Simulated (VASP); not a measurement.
A run of VASP 6.6.1:

The input INCAR:

```
SYSTEM = SrIrS3
ALGO     = Normal         ! electronic algorithm
EDIFF    = 1E-6           ! SCF threshold, eV
EDIFFG   = -0.03          ! ionic threshold
ENCUT    = 600            ! plane-wave cutoff, eV
GGA      = CA             ! functional
IBRION   = 2              ! ionic algorithm
ISIF     = 3              ! what is computed and relaxed
ISMEAR   = -1             ! smearing method
LASPH    = .TRUE.         ! aspherical terms in the spheres
LCHARG   = .FALSE.        ! write CHGCAR
LREAL    = .FALSE.        ! projectors in reciprocal space
LWAVE    = .FALSE.        ! write WAVECAR
NELM     = 60             ! most SCF steps
NSW      = 80             ! ionic steps
PREC     = Accurate       ! precision mode
SIGMA    = 0.1            ! smearing width, eV
```

File KPOINTS:

```
k-points
0
G
  6 6 6
  0 0 0
```

File POSCAR:

```
SrIrS3
1.0
    4.3600000000      0.0000000000      0.0000000000
    0.0000000000      4.3600000000      0.0000000000
    0.0000000000      0.0000000000      4.3600000000
Sr Ir S
1 1 3
Direct
    0.0000000000      0.0000000000      0.0000000000
    0.5000000000      0.5000000000      0.5000000000
    0.5000000000      0.5000000000      0.0000000000
    0.0000000000      0.5000000000      0.5000000000
    0.5000000000      0.0000000000      0.5000000000
```

Potentials or basis: VASP PAW LDA potentials, release 64 (Sr_sv, Ir, S).

Run with:

```console
$ cat potpaw_LDA.64/Sr_sv/POTCAR potpaw_LDA.64/Ir/POTCAR potpaw_LDA.64/S/POTCAR > POTCAR
$ mpirun -np 1 vasp_std > vasp.out
```

Hardware: 1 thread of Intel Xeon 8259CL, on a shared host.

Question: Estimate the wall time of this run.

Answer: Wall time 6.3 min on 1 thread of Intel Xeon 8259CL, on a shared host, peak memory 0.22 GiB. Counts: scf iterations 53, k points 20, ion steps 5.
